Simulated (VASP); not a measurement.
# AlN (P1) in VASP: relaxation of cell and atoms with PBE

Aim: the relaxation of cell and atoms of AlN with PBE.

Program: VASP 6.6.1. These are calculated values, not measurements. Logs are shortened: lines on timing, memory, paths and dates and some standing lists are left out, and cuts for length are marked.

**1. The cell of the first run**

The typed cell holds 4 atoms: a = 2.829 Å, b = 2.907 Å, c = 5.086 Å, α = 73.99°, β = 74.27°, γ = 60.43°.

**2. Relaxation of cell and atoms, PBE**

Contents of INCAR:

```
PREC     = Accurate       # precision mode
ENCUT    = 600            # plane-wave cutoff, eV
EDIFF    = 1E-6           # SCF threshold, eV
ISMEAR   = 0              # smearing method
SIGMA    = 0.1            # smearing width, eV
LREAL    = False          # projectors in reciprocal space
LASPH    = True           # aspherical terms in the spheres
NELM     = 80             # most SCF steps
ALGO     = Normal         # electronic algorithm
ISIF     = 3              # what is computed and relaxed
LWAVE    = False          # write WAVECAR
LCHARG   = False          # write CHGCAR
GGA      = PE             # functional
IBRION   = 2              # ionic algorithm
NSW      = 80             # ionic steps
EDIFFG   = -0.025         # ionic threshold
```

Contents of KPOINTS:

```
Automatic mesh
0
Gamma
  6 6 6
```

Contents of POSCAR:

```
AlN
1.0
    0.0165174462      1.9975594148      2.0027483911
    2.0744754540      2.0359296346     -0.0218527736
   -2.0935217325      4.1127583212     -2.1369053290
Al N
2 2
Direct
    0.7454616954      0.7476826411      0.7399247069
    0.2637443837      0.2976878436      0.2395689358
    0.4194428991      0.4975785857      0.5067061558
    0.0713510218      0.9570509295      1.0138002014
```

Potentials or basis: VASP PAW PBE potentials, release 64 (Al, N).

Started as:

```sh
$ cat potpaw_PBE.64/Al/POTCAR potpaw_PBE.64/N/POTCAR > POTCAR
$ mpirun -np 1 vasp_std > vasp.out
```

OUTCAR:

```text
PREC = Accurate
   ENCUT = 600
   EDIFF = 1E-6
   ISMEAR = 0
   LREAL = False
   LASPH = True
   NELM = 80
   ISIF = 3
   GGA = PE
   IBRION = 2
   NSW = 80
   EDIFFG = -0.025

 ion  position               nearest neighbor table
   1  0.745  0.748  0.740-   3 1.86   4 1.96   3 2.05   3 2.13   4 2.21   4 2.22   2 2.84   2 2.87
                             2 2.89   2 2.93   2 3.01   2 3.04
   2  0.264  0.298  0.240-   4 1.84   3 1.84   4 2.02   4 2.12   3 2.24   3 2.28   1 2.84   1 2.87
                             1 2.89   1 2.93   1 3.01   1 3.04
   3  0.419  0.498  0.507-   2 1.84   1 1.86   1 2.05   1 2.13   2 2.24   2 2.28
   4  0.071  0.957  0.014-   2 1.84   1 1.96   2 2.02   2 2.12   1 2.21   1 2.22

  LATTYP: Found a triclinic cell.
 ALAT       =     2.8871566136
 B/A-ratio  =     1.0067708969
 C/A-ratio  =     1.7682448343
 COS(alpha) =     0.0013231456
 COS(beta)  =     0.2795164839
 COS(gamma) =     0.5232943641

  Lattice vectors:

 A1 = (  -2.0579580078,  -0.0383702198,   2.0246011647)
 A2 = (  -2.0744754540,  -2.0359296346,   0.0218527736)
 A3 = (   2.1100391787,  -2.1151989064,   4.1396537201)

Analysis of symmetry for initial positions (statically):
=====================================================================
 Subroutine PRICEL returns:
 Original cell was already a primitive cell.

 Routine SETGRP: Setting up the symmetry group for a
 triclinic supercell.

 Subroutine GETGRP returns: Found  1 space group operations
 (whereof  1 operations were pure point group operations)
 out of a pool of  2 trial point group operations.

The static configuration has the point symmetry C_1 .

Analysis of symmetry for dynamics (positions and initial velocities):
=====================================================================
 Subroutine PRICEL returns:
 Original cell was already a primitive cell.

 Routine SETGRP: Setting up the symmetry group for a
 triclinic supercell.

 Subroutine GETGRP returns: Found  1 space group operations
 (whereof  1 operations were pure point group operations)
 out of a pool of  2 trial point group operations.

The dynamic configuration has the point symmetry C_1 .

 Subroutine INISYM returns: Found  1 space group operations
 (whereof  1 operations are pure point group operations),
 and found     1 'primitive' translations

----------------------------------------------------------------------------------------

                                     Primitive cell

  volume of cell :      34.4994

  direct lattice vectors                    reciprocal lattice vectors
     0.016517446  1.997559415  2.002748391    -0.123500994  0.129819742  0.370849017
     2.074475454  2.035929635 -0.021852774     0.362481816  0.120509274 -0.123186572
    -2.093521733  4.112758321 -2.136905329    -0.119454356  0.120437164 -0.119139934

  length of vectors
     2.828695381  2.906705253  5.085664031     0.411867278  0.401360790  0.207289116

  position of ions in fractional coordinates (direct lattice)
     0.745461695  0.747682641  0.739924707
     0.263744384  0.297687844  0.239568936
     0.419442899  0.497578586  0.506706156
     0.071351022  0.957050929  0.013800201

  ion indices of the primitive-cell ions
   primitive index   ion index
                 1           1
                 2           2
                 3           3
                 4           4

----------------------------------------------------------------------------------------

 KPOINTS: Automatic mesh

Automatic generation of k-mesh.
 Grid dimensions read from file:
 generate k-points for:    6    6    6

 Generating k-lattice:

  Cartesian coordinates                     Fractional coordinates (reciprocal lattice)
    -0.020583499  0.021636624  0.061808170     0.166666667  0.000000000  0.000000000
     0.060413636  0.020084879 -0.020531095     0.000000000  0.166666667 -0.000000000
    -0.019909059  0.020072861 -0.019856656     0.000000000 -0.000000000  0.166666667

  Length of vectors
     0.068644546  0.066893465  0.034548186

  Shift w.r.t. Gamma in fractional coordinates (k-lattice)
     0.000000000  0.000000000  0.000000000

 Subroutine IBZKPT returns following result:
 ===========================================

 Found    112 irreducible k-points:

 Following reciprocal coordinates:
            Coordinates               Weight
  0.000000  0.000000  0.000000      1.000000
  0.166667  0.000000  0.000000      2.000000
  0.333333  0.000000  0.000000      2.000000
  0.500000 -0.000000  0.000000      1.000000
 -0.000000  0.166667  0.000000      2.000000
  0.166667  0.166667  0.000000      2.000000
[... 16 lines left out ...]
  0.333333  0.000000  0.166667      2.000000
  0.500000  0.000000  0.166667      2.000000
 [... further k-points ...]
   k-points           NKPTS =    112   k-points in BZ     NKDIM =    112   number of bands    NBANDS=     12
   number of dos      NEDOS =    301   number of ions     NIONS =      4
   total plane-waves  NPLWV =  24192
   dimension x,y,z NGX =    24 NGY =   24 NGZ =   42
   dimension x,y,z NGXF=    48 NGYF=   48 NGZF=   84
   ions per type =               2   2
   NGX,Y,Z   is equivalent  to a cutoff of  14.11, 13.73, 13.73 a.u.
   NGXF,Y,Z  is equivalent  to a cutoff of  28.21, 27.45, 27.46 a.u.
 SYSTEM =  unknown system
   PREC   = accura    normal or accurate (medium, high low for compatibility)
   ISTART =      0    job   : 0-new  1-cont  2-samecut
   ICHARG =      2    charge: 1-file 2-atom 10-const
   ISPIN  =      1    spin polarized calculation?
   LNONCOLLINEAR =      F non collinear calculations
   LSORBIT =      F    spin-orbit coupling
   LASPH  =      T    aspherical Exc in radial PAW
   ENCUT  =  600.0 eV  44.10 Ry    6.64 a.u.   5.65  5.81 10.16*2*pi/ulx,y,z
   NELM   =     80;   NELMIN=  2; NELMDL= -5     # of ELM steps
   EDIFF  = 0.1E-05   stopping-criterion for ELM
   LREAL  =      F    real-space projection
   EDIFFG = -.3E-01   stopping-criterion for IOM
   NSW    =     80    number of steps for IOM
   IBRION =      2    ionic relax: 0-MD 1-quasi-New 2-CG
   NFREE  =      1    steps in history (QN), initial steepest desc. (CG)
   ISIF   =      3    stress and relaxation
   ISYM   =      2    0-nonsym 1-usesym 2-fastsym
   POTIM  = 0.5000    time-step for ionic-motion
   TEBEG  =    0.0;   TEEND  =   0.0 temperature during run
   PSTRESS=    0.0 pullay stress
   NELECT =      16.0000    total number of electrons
   NUPDOWN=      -1.0000    fix difference up-down
   EMIN   =  10.00;   EMAX   =-10.00  energy-range for DOS
   EFERMI =   0.00;   METHOD = LEGACY
   ISMEAR =     0;   SIGMA  =   0.10  broadening in eV -4-tet -1-fermi 0-gaus
   EFERMI_NEDOS =   21; number of points for ismear=-14 and -15
   IALGO  =     38    algorithm
   IMIX   =      4    mixing-type and parameters
     AMIX     =   0.40;   BMIX     =  1.00
     AMIX_MAG =   1.60;   BMIX_MAG =  1.00
  volume/ion in A,a.u.               =       8.62        58.20
  Fermi-wavevector in a.u.,A,eV,Ry     =   1.267197  2.394655 21.848081  1.605789
  Thomas-Fermi vector in A             =   2.400358
   LORBIT       =      0    0 simple, 1 ext, 2 COOP (PROOUT), +10 PAW based schemes
   GGA     = PE    functional components
   LHFCALC =     F    Hartree Fock is set to
   AEXX    =    0.0000 exact exchange contribution
   IVDW    =     0    specifies the selected vdW correction
   LEPSILON=     F    determine dielectric tensor
   LRPA    =     F    only Hartree local field effects (RPA)
 conjugate gradient relaxation of ions
 non-spin polarized calculation
 Gauss-broadening in eV      SIGMA  =   0.10
  energy-cutoff  :      600.00
  volume of cell :       34.50
 maximum number of plane-waves:      1168
 NGX is ok and might be reduce to    24
   NGX = 11   NGY = 11   NGZ = 21

--------------------------------------- Ionic step        1  -------------------------------------------

 number of electron      16.0000000 magnetization

 Free energy of the ion-electron system (eV)
  ---------------------------------------------------
  ext. energy  EPLUGINS =         0.00000000
  ---------------------------------------------------
  free energy    TOTEN  =       -28.42061019 eV

  energy without entropy =      -28.42061019  energy(sigma->0) =      -28.42061019

------------------------ aborting loop because EDIFF is reached ----------------------------------------

  FORCE on cell =-STRESS in cart. coord.  units (eV):
  Direction    XX          YY          ZZ          XY          YZ          ZX
  --------------------------------------------------------------------------------------
  -------------------------------------------------------------------------------------
  Total        1.3542898      0.9757720      1.2688208     -0.3724401      2.0928736     -0.5015270
  in kB       62.8941576     45.3155280     58.9249157    -17.2963770     97.1944986    -23.2912618
  external PRESSURE =      55.7115337 kB  Pullay stress =       0.0000000 kB
[... 63 lines left out ...]
--------------------------------------- Ionic step        3  -------------------------------------------

 number of electron      16.0000000 magnetization

 E-fermi :   9.5234     XC(G=0): -11.8985

 val. band max:        9.0680290287   @ k =   0.0000   0.0000   0.0000
 cond. band min:      12.8300829700   @ k =   0.5000   0.5000   0.0000
 fundamental gap:      3.7620539413
 Fermi energy:         9.5233525544

 k-point     1 :       0.0000    0.0000    0.0000
  band No.  band energies     occupation
      1      -7.9223      2.00000
      2      -4.9875      2.00000
      3       1.1034      2.00000
      4       7.9609      2.00000
      5       8.0130      2.00000
      6       8.7946      2.00000
      7       8.8691      2.00000
      8       9.0680      2.00000
      9      13.3889      0.00000
     10      14.6406      0.00000
     11      19.2581      0.00000
     12      19.6417      0.00000
[... 376 lines left out ...]
  FREE ENERGIE OF THE ION-ELECTRON SYSTEM (eV)
  ---------------------------------------------------
  free  energy   TOTEN  =       -28.8494593963 eV

  energy  without entropy=      -28.8494593963  energy(sigma->0) =      -28.84945940

[... ionic steps 4 to 11 ...]

--------------------------------------- Ionic step       12  -------------------------------------------

 number of electron      15.9999998 magnetization

------------------------ aborting loop because EDIFF is reached ----------------------------------------
[... 71 lines left out ...]
--------------------------------------- Ionic step       14  -------------------------------------------

 number of electron      15.9999998 magnetization

 Free energy of the ion-electron system (eV)
  ---------------------------------------------------
  ext. energy  EPLUGINS =         0.00000000
  ---------------------------------------------------
  free energy    TOTEN  =       -29.09171271 eV

  energy without entropy =      -29.09171271  energy(sigma->0) =      -29.09171271

 E-fermi :  10.1716     XC(G=0): -12.1970

 val. band max:        9.7242238633   @ k =   0.0000   0.0000   0.0000
 cond. band min:      14.1458969557   @ k =   0.5000   0.0000   0.5000
 fundamental gap:      4.4216730925
 Fermi energy:        10.1715571537

 k-point     1 :       0.0000    0.0000    0.0000
  band No.  band energies     occupation
      1      -7.6612      2.00000
      2      -4.4744      2.00000
      3       1.5377      2.00000
      4       8.6795      2.00000
      5       8.6802      2.00000
      6       9.7218      2.00000
      7       9.7230      2.00000
      8       9.7242      2.00000
      9      15.1318      0.00000
     10      15.7359      0.00000
     11      20.5652      0.00000
     12      20.5665      0.00000
[... 376 lines left out ...]
  FREE ENERGIE OF THE ION-ELECTRON SYSTEM (eV)
  ---------------------------------------------------
  free  energy   TOTEN  =       -29.0917127120 eV

  energy  without entropy=      -29.0917127120  energy(sigma->0) =      -29.09171271

 reached required accuracy - stopping structural energy minimisation
```

It took 4.4 min on 1 thread of Intel Xeon Platinum 8259CL at 2.50GHz (Skylake/Cascade Lake), shared host; peak memory 0.2 GiB.

Results:

| Item | Value |
| --- | --- |
| Free energy | -29.0917 eV |
| Relaxed volume | 8.42 Å³/atom |
| Relaxed cell | a = 2.877 Å, b = 2.877 Å, c = 4.983 Å, α = 73.22°, β = 73.21°, γ = 60.00° |
| Space group after relaxing (to 0.1 Å) | Fm-3m (No. 225) |
| Energy gained by relaxing | 167.8 meV/atom |
| Ionic steps | 14 |
| Pressure after relaxing | -0.1 GPa |
| Largest force after relaxing | 0.014 eV/Å |
| Band gap on the k mesh | 4.42 eV (least direct gap 5.41 eV) |

Forces on the atoms (eV/Å):
```
Al  -0.008  0.001  0.003
Al   0.006 -0.012  0.004
N   -0.002  0.006 -0.011
N    0.004  0.006  0.004
```

Step by step:
| step | energy change (eV) | largest force (eV/Å) | pressure (GPa) | volume (Å³) |
| --- | --- | --- | --- | --- |
| 1 | 0.0000 | 2.6568 | 5.57 | 34.50 |
| 2 | -0.4259 | 0.9490 | -11.76 | 35.99 |
| 3 | -0.4288 | 0.9473 | -10.73 | 35.86 |
| 4 | -0.5970 | 0.6704 | 3.82 | 33.34 |
| 5 | -0.5970 | 0.6626 | 3.62 | 33.37 |
| 6 | -0.6549 | 0.3930 | 2.14 | 33.42 |
| 7 | -0.6550 | 0.4012 | 2.11 | 33.42 |
| 8 | -0.6664 | 0.1485 | -2.10 | 33.95 |
| 9 | -0.6666 | 0.1632 | -1.55 | 33.88 |
| 10 | -0.6702 | 0.0895 | 0.23 | 33.64 |
| 11 | -0.6703 | 0.0932 | 0.32 | 33.62 |
| 12 | -0.6710 | 0.0310 | 0.11 | 33.65 |
| 13 | -0.6710 | 0.0311 | 0.11 | 33.65 |
| 14 | -0.6711 | 0.0143 | -0.12 | 33.68 |

Final structure:
```
Al N
1.0
     0.00008    2.03468    2.03444
     2.03429    2.03459   -0.00020
    -2.03483    4.06851   -2.03367
Al N
2 2
Direct
  0.74970 0.75028 0.75004
  0.25019 0.24996 0.25012
  0.50029 0.49986 0.49987
  0.99982 0.99990 0.99996
```

Levels at points of the mesh, in eV from the valence-band top:
```
           k point  band 4  band 5  band 6  band 7  band 8  band 9  band 10  band 11  band 12
(0.00, 0.00, 0.00)   -1.04   -1.04    0.00    0.00    0.00    5.41     6.01    10.84    10.84
(0.50, 0.00, 0.00)   -6.75   -3.76   -3.76   -2.00   -2.00    6.44     6.45     9.27     9.28
(0.00, 0.50, 0.00)   -6.75   -3.76   -3.76   -2.00   -2.00    6.44     6.45     9.27     9.28
(0.50, 0.50, 0.00)   -7.26   -2.75   -2.75   -1.04   -1.04    4.42     5.33     6.01    10.85
(0.00, 0.00, 0.50)   -4.30   -0.57   -0.57   -0.57   -0.57    6.70     6.71    10.97    10.98
(0.50, 0.00, 0.50)   -7.26   -2.75   -2.75   -1.04   -1.04    4.42     5.33     6.02    10.85
(0.00, 0.50, 0.50)   -7.26   -2.75   -2.75   -1.04   -1.04    4.42     5.33     6.01    10.84
(0.50, 0.50, 0.50)   -6.75   -3.76   -3.76   -2.00   -2.00    6.45     6.45     9.27     9.28
```

Caveat: the k points lie up to 0.43 Å⁻¹ apart in the final cell.
